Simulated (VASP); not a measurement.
# NbSb (F-43m) in VASP: a series of runs, part 2 of 2

VASP 6.6.1.

**4. Single point, PBE (32.41 Å³/atom)**

This run uses another cell than the first one, of 32.41 Å³/atom.

Contents of INCAR:

```
ALGO = Normal ; EDIFF = 1E-6
ENCUT = 500 ; GGA = PE
GGA_COMPAT = False ; ISIF = 2
ISMEAR = 0 ; LASPH = True
LCHARG = False ; LREAL = False
LWAVE = False ; NBANDS = 16
NELM = 120 ; PREC = Accurate
SIGMA = 0.05
```

Contents of KPOINTS:

```
k-points
0
Gamma
  10 10 10
```

Contents of POSCAR:

```
NbSb
1.0
    0.0000000000      3.1884308143      3.1884308143
    3.1884308143      0.0000000000      3.1884308143
    3.1884308143      3.1884308143      0.0000000000
Nb Sb
1 1
Direct
    0.0000000000      0.0000000000      0.0000000000
    0.2500000000      0.2500000000      0.2500000000
```

Potentials or basis: VASP PAW PBE potentials, release 64 (Nb_sv, Sb).

The run is started by

```console
$ cat potpaw_PBE.64/Nb_sv/POTCAR potpaw_PBE.64/Sb/POTCAR > POTCAR
$ mpirun -np 1 vasp_std > vasp.out
```

OUTCAR:

```text
EDIFF = 1E-6
   ENCUT = 500
   GGA = PE
   ISIF = 2
   ISMEAR = 0
   LASPH = True
   LREAL = False
   NELM = 120
   PREC = Accurate

 ion  position               nearest neighbor table
   1  0.000  0.000  0.000-   2 2.76   2 2.76   2 2.76   2 2.76
   2  0.250  0.250  0.250-   1 2.76   1 2.76   1 2.76   1 2.76

  LATTYP: Found a face centered cubic cell.
 ALAT       =     6.3768616286

  Lattice vectors:

 A1 = (   0.0000000000,   3.1884308143,   3.1884308143)
 A2 = (   3.1884308143,   0.0000000000,   3.1884308143)
 A3 = (   3.1884308143,   3.1884308143,   0.0000000000)

Analysis of symmetry for initial positions (statically):
=====================================================================
 Subroutine PRICEL returns:
 Original cell was already a primitive cell.

 Routine SETGRP: Setting up the symmetry group for a
 face centered cubic supercell.

 Subroutine GETGRP returns: Found 24 space group operations
 (whereof 24 operations were pure point group operations)
 out of a pool of 48 trial point group operations.

The static configuration has the point symmetry T_d .

Analysis of symmetry for dynamics (positions and initial velocities):
=====================================================================
 Subroutine PRICEL returns:
 Original cell was already a primitive cell.

 Routine SETGRP: Setting up the symmetry group for a
 face centered cubic supercell.

 Subroutine GETGRP returns: Found 24 space group operations
 (whereof 24 operations were pure point group operations)
 out of a pool of 48 trial point group operations.

The dynamic configuration has the point symmetry T_d .

 Subroutine INISYM returns: Found 24 space group operations
 (whereof 24 operations are pure point group operations),
 and found     1 'primitive' translations

----------------------------------------------------------------------------------------

                                     Primitive cell

  volume of cell :      64.8278

  direct lattice vectors                    reciprocal lattice vectors
     0.000000000  3.188430814  3.188430814    -0.156816951  0.156816951  0.156816951
     3.188430814  0.000000000  3.188430814     0.156816951 -0.156816951  0.156816951
     3.188430814  3.188430814  0.000000000     0.156816951  0.156816951 -0.156816951

  length of vectors
     4.509122100  4.509122100  4.509122100     0.271614927  0.271614927  0.271614927

  position of ions in fractional coordinates (direct lattice)
     0.000000000  0.000000000  0.000000000
     0.250000000  0.250000000  0.250000000

  ion indices of the primitive-cell ions
   primitive index   ion index
                 1           1
                 2           2

----------------------------------------------------------------------------------------

 KPOINTS: k-points

Automatic generation of k-mesh.
 Grid dimensions read from file:
 generate k-points for:   10   10   10

 Generating k-lattice:

  Cartesian coordinates                     Fractional coordinates (reciprocal lattice)
    -0.015681695  0.015681695  0.015681695     0.100000000  0.000000000  0.000000000
     0.015681695 -0.015681695  0.015681695     0.000000000  0.100000000  0.000000000
     0.015681695  0.015681695 -0.015681695     0.000000000  0.000000000  0.100000000

  Length of vectors
     0.027161493  0.027161493  0.027161493

  Shift w.r.t. Gamma in fractional coordinates (k-lattice)
     0.000000000  0.000000000  0.000000000

 Subroutine IBZKPT returns following result:
 ===========================================

 Found     47 irreducible k-points:

 Following reciprocal coordinates:
            Coordinates               Weight
  0.000000  0.000000  0.000000      1.000000
  0.100000  0.000000  0.000000      8.000000
  0.200000  0.000000  0.000000      8.000000
  0.300000  0.000000  0.000000      8.000000
  0.400000  0.000000  0.000000      8.000000
  0.500000  0.000000  0.000000      4.000000
[... 16 lines left out ...]
  0.300000  0.300000  0.000000      6.000000
  0.400000  0.300000  0.000000     24.000000
 [... further k-points ...]
   k-points           NKPTS =     47   k-points in BZ     NKDIM =     47   number of bands    NBANDS=     16
   number of dos      NEDOS =    301   number of ions     NIONS =      2
   total plane-waves  NPLWV =  46656
   dimension x,y,z NGX =    36 NGY =   36 NGZ =   36
   dimension x,y,z NGXF=    72 NGYF=   72 NGZF=   72
   ions per type =               1   1
   NGX,Y,Z   is equivalent  to a cutoff of  13.27, 13.27, 13.27 a.u.
   NGXF,Y,Z  is equivalent  to a cutoff of  26.55, 26.55, 26.55 a.u.
 SYSTEM =  unknown system
   PREC   = accura    normal or accurate (medium, high low for compatibility)
   ISTART =      0    job   : 0-new  1-cont  2-samecut
   ICHARG =      2    charge: 1-file 2-atom 10-const
   ISPIN  =      1    spin polarized calculation?
   LNONCOLLINEAR =      F non collinear calculations
   LSORBIT =      F    spin-orbit coupling
   LASPH  =      T    aspherical Exc in radial PAW
   ENCUT  =  500.0 eV  36.75 Ry    6.06 a.u.   8.22  8.22  8.22*2*pi/ulx,y,z
   NELM   =    120;   NELMIN=  2; NELMDL= -5     # of ELM steps
   EDIFF  = 0.1E-05   stopping-criterion for ELM
   LREAL  =      F    real-space projection
   EDIFFG = 0.1E-04   stopping-criterion for IOM
   NSW    =      0    number of steps for IOM
   IBRION =     -1    ionic relax: 0-MD 1-quasi-New 2-CG
   NFREE  =      0    steps in history (QN), initial steepest desc. (CG)
   ISIF   =      2    stress and relaxation
   ISYM   =      2    0-nonsym 1-usesym 2-fastsym
   POTIM  = 0.5000    time-step for ionic-motion
   TEBEG  =    0.0;   TEEND  =   0.0 temperature during run
   PSTRESS=    0.0 pullay stress
   NELECT =      18.0000    total number of electrons
   NUPDOWN=      -1.0000    fix difference up-down
   EMIN   =  10.00;   EMAX   =-10.00  energy-range for DOS
   EFERMI =   0.00;   METHOD = LEGACY
   ISMEAR =     0;   SIGMA  =   0.05  broadening in eV -4-tet -1-fermi 0-gaus
   EFERMI_NEDOS =   21; number of points for ismear=-14 and -15
   IALGO  =     38    algorithm
   IMIX   =      4    mixing-type and parameters
     AMIX     =   0.40;   BMIX     =  1.00
     AMIX_MAG =   1.60;   BMIX_MAG =  1.00
  volume/ion in A,a.u.               =      32.41       218.74
  Fermi-wavevector in a.u.,A,eV,Ry     =   1.068018  2.018262 15.519662  1.140663
  Thomas-Fermi vector in A             =   2.203653
   LORBIT       =      0    0 simple, 1 ext, 2 COOP (PROOUT), +10 PAW based schemes
   GGA     = PE    functional components
   LHFCALC =     F    Hartree Fock is set to
   AEXX    =    0.0000 exact exchange contribution
   IVDW    =     0    specifies the selected vdW correction
   LEPSILON=     F    determine dielectric tensor
   LRPA    =     F    only Hartree local field effects (RPA)
 non-spin polarized calculation
 Gauss-broadening in eV      SIGMA  =   0.05
  energy-cutoff  :      500.00
  volume of cell :       64.83
 maximum number of plane-waves:      1676
 NGX is ok and might be reduce to    36
   NGX = 17   NGY = 17   NGZ = 17

 number of electron      18.0000000 magnetization

 Free energy of the ion-electron system (eV)
  ---------------------------------------------------
  ext. energy  EPLUGINS =         0.00000000
  ---------------------------------------------------
  free energy    TOTEN  =       -12.51498777 eV

  energy without entropy =      -12.51022053  energy(sigma->0) =      -12.51260415

 E-fermi :   5.4819     XC(G=0):  -9.1735

 val. band max:        5.4772386450   @ k =   0.1000   0.0000   0.0000
 cond. band min:       5.4831656798   @ k =   0.3000   0.0000   0.0000
 fundamental gap:      0.0059270348
 Fermi energy:         5.4819095007

 k-point     1 :       0.0000    0.0000    0.0000
  band No.  band energies     occupation
      1     -50.0036      2.00000
      2     -26.0643      2.00000
      3     -26.0643      2.00000
      4     -26.0643      2.00000
      5      -4.4302      2.00000
      6       2.9033      2.00000
[... 8 lines left out ...]
     15      11.8008      0.00000
     16      11.8008      0.00000
[... 419 lines left out ...]
 k-point    24 :       0.4000    0.3000    0.0000
  band No.  band energies     occupation
      1     -50.0025      2.00000
      2     -26.0834      2.00000
      3     -26.0715      2.00000
      4     -26.0709      2.00000
      5      -3.5781      2.00000
      6       1.8473      2.00000
[... 8 lines left out ...]
     15      11.6546      0.00000
     16      14.0923      0.00000

 [... further k-points ...]

------------------------ aborting loop because EDIFF is reached ----------------------------------------

  FORCE on cell =-STRESS in cart. coord.  units (eV):
  Direction    XX          YY          ZZ          XY          YZ          ZX
  --------------------------------------------------------------------------------------
  -------------------------------------------------------------------------------------
  Total       -1.0413550     -1.0413550     -1.0413550      0.0000000     -0.0000000      0.0000000
  in kB      -25.7364352    -25.7364352    -25.7364352      0.0000000     -0.0000000      0.0000000
  external PRESSURE =     -25.7364352 kB  Pullay stress =       0.0000000 kB

 VOLUME and BASIS-vectors are now :
 -----------------------------------------------------------------------------
  energy-cutoff  :      500.00
  volume of cell :       64.83
      direct lattice vectors                 reciprocal lattice vectors
     0.000000000  3.188430814  3.188430814    -0.156816951  0.156816951  0.156816951
     3.188430814  0.000000000  3.188430814     0.156816951 -0.156816951  0.156816951
     3.188430814  3.188430814  0.000000000     0.156816951  0.156816951 -0.156816951

 POSITION                                       TOTAL-FORCE (eV/Angst)
 -----------------------------------------------------------------------------------
      0.00000      0.00000      0.00000         0.000000      0.000000      0.000000
      1.59422      1.59422      1.59422        -0.000000     -0.000000     -0.000000
 -----------------------------------------------------------------------------------
    total drift:                                0.000000      0.000000      0.000000

  FREE ENERGIE OF THE ION-ELECTRON SYSTEM (eV)
  ---------------------------------------------------
  free  energy   TOTEN  =       -12.5149877711 eV

  energy  without entropy=      -12.5102205253  energy(sigma->0) =      -12.51260415
```

OSZICAR:

```text
N       E                     dE             d eps       ncg     rms          rms(c)
DAV:   1     0.128434678090E+03    0.12843E+03   -0.81427E+03  1504   0.977E+02
DAV:   2    -0.632561702411E+01   -0.13476E+03   -0.13069E+03  2152   0.304E+02
DAV:   3    -0.132389323229E+02   -0.69133E+01   -0.67886E+01  2544   0.578E+01
DAV:   4    -0.133831313452E+02   -0.14420E+00   -0.14381E+00  2064   0.860E+00
DAV:   5    -0.133913805953E+02   -0.82493E-02   -0.82479E-02  2408   0.178E+00    0.593E+00
DAV:   6    -0.125291562126E+02    0.86222E+00   -0.34558E+00  2376   0.136E+01    0.242E+00
DAV:   7    -0.125124204705E+02    0.16736E-01   -0.22402E-01  1960   0.412E+00    0.172E+00
DAV:   8    -0.125149315845E+02   -0.25111E-02   -0.23323E-02  2040   0.132E+00    0.174E-01
DAV:   9    -0.125149257154E+02    0.58691E-05   -0.15318E-03  2344   0.291E-01    0.494E-02
DAV:  10    -0.125149794415E+02   -0.53726E-04   -0.10123E-04  1944   0.851E-02    0.327E-02
DAV:  11    -0.125149857116E+02   -0.62701E-05   -0.95151E-06  1968   0.234E-02    0.137E-02
DAV:  12    -0.125149877658E+02   -0.20543E-05   -0.42403E-06  1912   0.139E-02    0.174E-03
DAV:  13    -0.125149877711E+02   -0.52971E-08   -0.73398E-08  1392   0.250E-03
   1 F= -.12514988E+02 E0= -.12512604E+02  d E =-.476725E-02
```

stdout:

```text
POSCAR found type information on POSCAR NbSb
 POSCAR found :  2 types and       2 ions
 scaLAPACK will be used
 LDA part: xc-table for (Slater+PW92), standard interpolation
 POSCAR, INCAR and KPOINTS ok, starting setup
 FFT: planning ... GRIDC
 FFT: planning ... GRID_SOFT
 FFT: planning ... GRID
 WAVECAR not read
 entering main loop
```

It took 48 s on 1 thread of Intel Xeon Platinum 8259CL at 2.50GHz (Skylake/Cascade Lake), shared host; peak memory 0.22 GiB.

What came out:

- Free energy: -12.5150 eV
- Pressure: -2.6 GPa
- Band gap on the k mesh: zero (bands 9 and 10 overlap by 0.29 eV)

Caveat: spin-orbit coupling is left out, which moves the levels of the heavy elements.

**5. The runs side by side**

| level | potentials or basis | cell | gap on the mesh (eV) | pressure (GPa) |
| --- | --- | --- | --- | --- |
| LDA | VASP PAW LDA potentials, release 64 (Nb_sv, Sb) | a = 4.451 Å, angles 60.0°, 2 atoms | none | -4.3 |
| PBE | VASP PAW PBE potentials, release 64 (Nb_sv, Sb) | a = 4.480 Å, angles 60.0°, 2 atoms | none | -1.4 |
| PBE | VASP PAW PBE potentials, release 64 (Nb_sv, Sb) | a = 4.509 Å, angles 60.0°, 2 atoms | none | -2.6 |

Alike in all rows: task single point; no spin polarisation; k mesh 10 × 10 × 10; cutoff (eV) 500; smearing gaussian 0.05 eV.

Caveats: spin-orbit coupling is left out, which moves the levels of the heavy elements; the cell stands under tension (at least some runs).

Total energies depend on the potentials used, so only differences within one code and one set of settings carry meaning.
